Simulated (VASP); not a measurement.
# CoIr2 (Fd-3m) in VASP: single point with PBE

Aim: the single point of CoIr2 with PBE.

Program: VASP 6.6.1. These are calculated values, not measurements. Logs are shortened: lines on timing, memory, paths and dates and some standing lists are left out, and cuts for length are marked.

## 1. The cell of the first run

It takes space group Fd-3m (No. 227, cubic). The conventional cell has a = 7.208 Å, b = 7.208 Å, c = 7.208 Å, α = 90.00°, β = 90.00°, γ = 90.00°. Co (site symmetry -43m) has 12 Ir at 2.99 Å and 4 Co at 3.12 Å within 3.9 Å. Within 3.4 Å of Ir (site symmetry -3m) lie 6 Ir at 2.55 Å and 6 Co at 2.99 Å.

## 2. Single point, PBE, collinear spin, ferromagnetic start

File INCAR:

```
PREC = Accurate
ENCUT = 520
EDIFF = 1E-7
ISMEAR = 0
SIGMA = 0.1
LREAL = F
LASPH = T
NELM = 150
ALGO = Fast
ISIF = 2
LWAVE = F
LCHARG = F
ISPIN = 2
MAGMOM = 2.13 2.13 0.41 0.41 0.41 0.41
LORBIT = 11
LMAXMIX = 4
GGA = PE
NBANDS = 40
```

File KPOINTS:

```
Automatic mesh
0
Gamma
  4 4 4
```

File POSCAR:

```
CoIr2
1.0
    0.0000000000      3.6040701924      3.6040701924
    3.6040701924      0.0000000000      3.6040701924
    3.6040701924      3.6040701924      0.0000000000
Co Ir
2 4
Direct
    0.0000000000      0.0000000000      0.0000000000
    0.2500000000      0.2500000000      0.2500000000
    0.6250000000      0.6250000000      0.6250000000
    0.1250000000      0.6250000000      0.6250000000
    0.6250000000      0.6250000000      0.1250000000
    0.6250000000      0.1250000000      0.6250000000
```

Potentials or basis: VASP PAW PBE potentials, release 64 (Co, Ir).

The run is started by

```
> cat potpaw_PBE.64/Co/POTCAR potpaw_PBE.64/Ir/POTCAR > POTCAR
> mpirun -np 1 vasp_std > vasp.out
```

OUTCAR:

```text
PREC = Accurate
   ENCUT = 520
   EDIFF = 1E-7
   ISMEAR = 0
   LREAL = F
   LASPH = T
   NELM = 150
   ISIF = 2
   ISPIN = 2
   LORBIT = 11
   GGA = PE

 ion  position               nearest neighbor table
   1  0.000  0.000  0.000-   4 2.99   5 2.99   6 2.99   3 2.99   3 2.99   3 2.99   6 2.99   4 2.99
                             6 2.99   5 2.99   4 2.99   5 2.99   2 3.12   2 3.12   2 3.12   2 3.12
   2  0.250  0.250  0.250-   4 2.99   5 2.99   6 2.99   3 2.99   3 2.99   3 2.99   4 2.99   4 2.99
                             5 2.99   6 2.99   5 2.99   6 2.99   1 3.12   1 3.12   1 3.12   1 3.12
   3  0.625  0.625  0.625-   4 2.55   5 2.55   6 2.55   5 2.55   6 2.55   4 2.55   1 2.99   2 2.99
                             1 2.99   2 2.99   1 2.99   2 2.99
   4  0.125  0.625  0.625-   3 2.55   5 2.55   6 2.55   3 2.55   5 2.55   6 2.55   1 2.99   2 2.99
                             2 2.99   1 2.99   2 2.99   1 2.99
   5  0.625  0.625  0.125-   3 2.55   3 2.55   4 2.55   6 2.55   6 2.55   4 2.55   1 2.99   2 2.99
                             1 2.99   2 2.99   1 2.99   2 2.99
   6  0.625  0.125  0.625-   3 2.55   5 2.55   3 2.55   4 2.55   5 2.55   4 2.55   1 2.99   2 2.99
                             1 2.99   2 2.99   1 2.99   2 2.99

  LATTYP: Found a face centered cubic cell.
 ALAT       =     7.2081403848

  Lattice vectors:

 A1 = (   0.0000000000,   3.6040701924,   3.6040701924)
 A2 = (   3.6040701924,   0.0000000000,   3.6040701924)
 A3 = (   3.6040701924,   3.6040701924,   0.0000000000)

Analysis of symmetry for initial positions (statically):
=====================================================================
 Subroutine PRICEL returns:
 Original cell was already a primitive cell.

 Routine SETGRP: Setting up the symmetry group for a
 face centered cubic supercell.

 Subroutine GETGRP returns: Found 48 space group operations
 (whereof 24 operations were pure point group operations)
 out of a pool of 48 trial point group operations.

The static configuration has the point symmetry T_d .
 The point group associated with its full space group is O_h .

Analysis of symmetry for dynamics (positions and initial velocities):
=====================================================================
 Subroutine PRICEL returns:
 Original cell was already a primitive cell.

 Routine SETGRP: Setting up the symmetry group for a
 face centered cubic supercell.

 Subroutine GETGRP returns: Found 48 space group operations
 (whereof 24 operations were pure point group operations)
 out of a pool of 48 trial point group operations.

The dynamic configuration has the point symmetry T_d .
 The point group associated with its full space group is O_h .

Analysis of structural, dynamic, and magnetic symmetry:
=====================================================================
 Subroutine PRICEL returns:
 Original cell was already a primitive cell.

 Routine SETGRP: Setting up the symmetry group for a
 face centered cubic supercell.

 Subroutine GETGRP returns: Found 48 space group operations
 (whereof 24 operations were pure point group operations)
 out of a pool of 48 trial point group operations.

The overall configuration has the point symmetry T_d .
 The point group associated with its full space group is O_h .

 Subroutine INISYM returns: Found 48 space group operations
 (whereof 24 operations are pure point group operations),
 and found     1 'primitive' translations

----------------------------------------------------------------------------------------

                                     Primitive cell

  volume of cell :      93.6289

  direct lattice vectors                    reciprocal lattice vectors
     0.000000000  3.604070192  3.604070192    -0.138732037  0.138732037  0.138732037
     3.604070192  0.000000000  3.604070192     0.138732037 -0.138732037  0.138732037
     3.604070192  3.604070192  0.000000000     0.138732037  0.138732037 -0.138732037

  length of vectors
     5.096924946  5.096924946  5.096924946     0.240290937  0.240290937  0.240290937

  position of ions in fractional coordinates (direct lattice)
     0.000000000  0.000000000  0.000000000
     0.250000000  0.250000000  0.250000000
     0.625000000  0.625000000  0.625000000
     0.125000000  0.625000000  0.625000000
[... 49 lines left out ...]
   number of dos      NEDOS =    301   number of ions     NIONS =      6
   total plane-waves  NPLWV =  64000
   dimension x,y,z NGX =    40 NGY =   40 NGZ =   40
   dimension x,y,z NGXF=    80 NGYF=   80 NGZF=   80
   ions per type =               2   4
   NGX,Y,Z   is equivalent  to a cutoff of  13.05, 13.05, 13.05 a.u.
   NGXF,Y,Z  is equivalent  to a cutoff of  26.09, 26.09, 26.09 a.u.
 SYSTEM =  unknown system
   PREC   = accura    normal or accurate (medium, high low for compatibility)
   ISTART =      0    job   : 0-new  1-cont  2-samecut
   ICHARG =      2    charge: 1-file 2-atom 10-const
   ISPIN  =      2    spin polarized calculation?
   LNONCOLLINEAR =      F non collinear calculations
   LSORBIT =      F    spin-orbit coupling
   LASPH  =      T    aspherical Exc in radial PAW
   ENCUT  =  520.0 eV  38.22 Ry    6.18 a.u.   9.48  9.48  9.48*2*pi/ulx,y,z
   NELM   =    150;   NELMIN=  2; NELMDL= -5     # of ELM steps
   EDIFF  = 0.1E-06   stopping-criterion for ELM
   LREAL  =      F    real-space projection
   EDIFFG = 0.1E-05   stopping-criterion for IOM
   NSW    =      0    number of steps for IOM
   IBRION =     -1    ionic relax: 0-MD 1-quasi-New 2-CG
   NFREE  =      0    steps in history (QN), initial steepest desc. (CG)
   ISIF   =      2    stress and relaxation
   ISYM   =      2    0-nonsym 1-usesym 2-fastsym
   POTIM  = 0.5000    time-step for ionic-motion
   TEBEG  =    0.0;   TEEND  =   0.0 temperature during run
   PSTRESS=    0.0 pullay stress
   NELECT =      54.0000    total number of electrons
   NUPDOWN=      -1.0000    fix difference up-down
   EMIN   =  10.00;   EMAX   =-10.00  energy-range for DOS
   EFERMI =   0.00;   METHOD = LEGACY
   ISMEAR =     0;   SIGMA  =   0.10  broadening in eV -4-tet -1-fermi 0-gaus
   EFERMI_NEDOS =   21; number of points for ismear=-14 and -15
   IALGO  =     68    algorithm
   IMIX   =      4    mixing-type and parameters
     AMIX     =   0.40;   BMIX     =  1.00
     AMIX_MAG =   1.60;   BMIX_MAG =  1.00
  volume/ion in A,a.u.               =      15.60       105.31
  Fermi-wavevector in a.u.,A,eV,Ry     =   1.362708  2.575145 25.265657  1.856973
  Thomas-Fermi vector in A             =   2.489174
   LORBIT       =     11    0 simple, 1 ext, 2 COOP (PROOUT), +10 PAW based schemes
   GGA     = PE    functional components
   LHFCALC =     F    Hartree Fock is set to
   AEXX    =    0.0000 exact exchange contribution
   IVDW    =     0    specifies the selected vdW correction
   LEPSILON=     F    determine dielectric tensor
   LRPA    =     F    only Hartree local field effects (RPA)
 spin polarized calculation
 RMM-DIIS sequential band-by-band and
 Gauss-broadening in eV      SIGMA  =   0.10
  energy-cutoff  :      520.00
  volume of cell :       93.63
 maximum number of plane-waves:      2565
 NGX is ok and might be reduce to    40
   NGX = 19   NGY = 19   NGZ = 19

 number of electron      54.0000009 magnetization       6.2638872

 Free energy of the ion-electron system (eV)
  ---------------------------------------------------
  ext. energy  EPLUGINS =         0.00000000
  ---------------------------------------------------
  free energy    TOTEN  =       -45.35487327 eV

  energy without entropy =      -45.29962831  energy(sigma->0) =      -45.32725079

 E-fermi :   7.9182     XC(G=0): -12.6552

 val. band max:        7.9129527908   @ k =   0.5000   0.2500   0.0000
 cond. band min:       7.9593096079   @ k =   0.2500   0.2500   0.0000
 fundamental gap:      0.0463568170
 Fermi energy:         7.9181838739

 spin component 1

 k-point     1 :       0.0000    0.0000    0.0000
  band No.  band energies     occupation
      1      -2.2656      1.00000
      2       0.1968      1.00000
      3       1.1942      1.00000
      4       1.1942      1.00000
      5       1.1942      1.00000
      6       2.7420      1.00000
[... 325 lines left out ...]
     38      14.0865      0.00000
     39      18.5190      0.00000
 Fermi energy:         7.9181838739

 spin component 2

 k-point     1 :       0.0000    0.0000    0.0000
  band No.  band energies     occupation
      1      -2.1436      1.00000
      2       0.4266      1.00000
      3       1.4009      1.00000
      4       1.4009      1.00000
      5       1.4009      1.00000
      6       2.9677      1.00000
[... 325 lines left out ...]
     38      14.4947      0.00000
     39      18.7395      0.00000
 [bands above 39 left out]

------------------------ aborting loop because EDIFF is reached ----------------------------------------

  FORCE on cell =-STRESS in cart. coord.  units (eV):
  Direction    XX          YY          ZZ          XY          YZ          ZX
  --------------------------------------------------------------------------------------
  -------------------------------------------------------------------------------------
  Total        0.2587201      0.2587201      0.2587201     -0.0000000     -0.0000000      0.0000000
  in kB        4.4272195      4.4272195      4.4272195     -0.0000000     -0.0000000      0.0000000
  external PRESSURE =       4.4272195 kB  Pullay stress =       0.0000000 kB

 VOLUME and BASIS-vectors are now :
 -----------------------------------------------------------------------------
  energy-cutoff  :      520.00
  volume of cell :       93.63
      direct lattice vectors                 reciprocal lattice vectors
     0.000000000  3.604070192  3.604070192    -0.138732037  0.138732037  0.138732037
     3.604070192  0.000000000  3.604070192     0.138732037 -0.138732037  0.138732037
     3.604070192  3.604070192  0.000000000     0.138732037  0.138732037 -0.138732037

 POSITION                                       TOTAL-FORCE (eV/Angst)
 -----------------------------------------------------------------------------------
      0.00000      0.00000      0.00000         0.000000      0.000000      0.000000
      1.80204      1.80204      1.80204        -0.000000     -0.000000     -0.000000
      4.50509      4.50509      4.50509        -0.000000      0.000000     -0.000000
      4.50509      2.70305      2.70305        -0.000000      0.000000     -0.000000
      2.70305      2.70305      4.50509        -0.000000      0.000000     -0.000000
      2.70305      4.50509      2.70305        -0.000000      0.000000     -0.000000
 -----------------------------------------------------------------------------------
    total drift:                                0.000000      0.000000      0.000000

  FREE ENERGIE OF THE ION-ELECTRON SYSTEM (eV)
  ---------------------------------------------------
  free  energy   TOTEN  =       -45.3548732653 eV

  energy  without entropy=      -45.2996283129  energy(sigma->0) =      -45.32725079

 total charge

# of ion       s       p       d       tot
------------------------------------------
    1        0.286   0.271   7.124   7.682
    2        0.286   0.271   7.124   7.682
    3        0.731   0.674   7.031   8.436
    4        0.731   0.674   7.031   8.436
    5        0.731   0.674   7.031   8.436
    6        0.731   0.674   7.031   8.436
--------------------------------------------------
tot          3.495   3.241  42.372  49.108

 magnetization (x)

# of ion       s       p       d       tot
------------------------------------------
    1        0.001  -0.001   2.169   2.168
    2        0.001  -0.001   2.169   2.168
    3        0.013  -0.019   0.504   0.498
    4        0.013  -0.019   0.504   0.498
    5        0.013  -0.019   0.504   0.498
    6        0.013  -0.019   0.504   0.498
--------------------------------------------------
tot          0.053  -0.078   6.355   6.330
```

It took 2.5 min on 1 thread of Intel Xeon Platinum 8488C (Sapphire Rapids), shared host; peak memory 0.29 GiB.

Results:

```
Free energy                                           : -45.3549 eV
Pressure                                              : 0.4 GPa
Net moment                                            : 6.26 μB per cell
Site moments                                          : Co +2.17; Ir +0.50 μB
Valence electrons inside the program's atomic spheres : Co 7.68; Ir 8.44
```

Caveat: the k points lie up to 0.38 Å⁻¹ apart; spin-orbit coupling is left out, which moves the levels of the heavy elements.
